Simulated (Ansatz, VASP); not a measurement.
## Two plane-wave programs on Si3N4

INCAR

```
PREC = Accurate
ENCUT = 600
EDIFF = 1E-6
ISMEAR = -1
SIGMA = 0.05
LREAL = False
LASPH = True
NELM = 100
ALGO = Normal
ISIF = 3
LWAVE = False
LCHARG = False
GGA = RP
IBRION = 2
NSW = 60
EDIFFG = -0.01
```

Contents of KPOINTS:

```
regular mesh
0
Gamma
  7 7 7
```

POSCAR

```
Si3N4
1.0
    4.1307800000      0.0000000000      0.0000000000
    0.0000000000      4.1307800000      0.0000000000
    0.0000000000      0.0000000000      4.1307800000
Si N
3 4
Direct
    0.0000000000      0.0000000000      0.5000000000
    0.5000000000      0.0000000000      0.0000000000
    0.0000000000      0.5000000000      0.0000000000
    0.2395200000      0.2395200000      0.7604800000
    0.7604800000      0.7604800000      0.7604800000
    0.2395200000      0.7604800000      0.2395200000
    0.7604800000      0.2395200000      0.2395200000
```

input.yaml

```yaml
crystal:
  lattice:
    - [4.13078, 0.0, 0.0]
    - [0.0, 4.13078, 0.0]
    - [0.0, 0.0, 4.13078]
  atoms:
    - { symbol: Si, position: [0.0, 0.0, 0.5] }
    - { symbol: Si, position: [0.5, 0.0, 0.0] }
    - { symbol: Si, position: [0.0, 0.5, 0.0] }
    - { symbol: "N", position: [0.23952, 0.23952, 0.76048] }
    - { symbol: "N", position: [0.76048, 0.76048, 0.76048] }
    - { symbol: "N", position: [0.23952, 0.76048, 0.23952] }
    - { symbol: "N", position: [0.76048, 0.23952, 0.23952] }
hamiltonian:
  xc: rpbe
  pseudopotentials: { kind: paw }
kpoints:
  mp_grid: { grid: [7, 7, 7] }
scf:
  occupations: { method: fermi_dirac, width: 0.05 }
output:
  forces: true
  stress: true
  eigenvalues: true
  write_density: true
  write_potential: true
  elf: true
  volumetric_format: npy
relax:
  f_tol: 0.01
  max_steps: 40
  cell: { stress_tol: 0.05 }
```

Alike in both runs: task relaxation of cell and atoms; functional RPBE; k mesh 7 × 7 × 7; occupations fermi-dirac, width 0.05 eV; no spin polarisation.

|  | VASP | Ansatz |
| --- | --- | --- |
| version | VASP 6.6.1 | Ansatz 0.2.0 |
| potentials or method | VASP PAW PBE potentials, release 64 (Si, N) | Ansatz PAW |
| plane-wave cutoff (eV) | 600 | 420 |
| valence electrons in the cell | 32 | 32 |

Ansatz gave:

```
gap on the k mesh at the Fermi level, each at its own relaxed structure (eV) : 2.79
relaxed volume (Å³/atom)                                                     : 10.24
relaxed cell length with the largest relative difference (Å)                 : 4.154
```

**Question.** What did VASP give for the same quantities?

**Answer.** gap on the k mesh at the Fermi level, each at its own relaxed structure (eV): 2.78; relaxed volume (Å³/atom): 10.21; relaxed cell length with the largest relative difference (Å): 4.150.

VASP's potentials were made for PBE, not for RPBE.

Noted on Ansatz's run: odd divisions of the mesh miss points on the zone boundary, where band edges often lie, so the gap on the mesh can be too wide; the plane-wave basis is chosen anew once the cell has moved, so the energies of steps on either side of that aren't comparable.
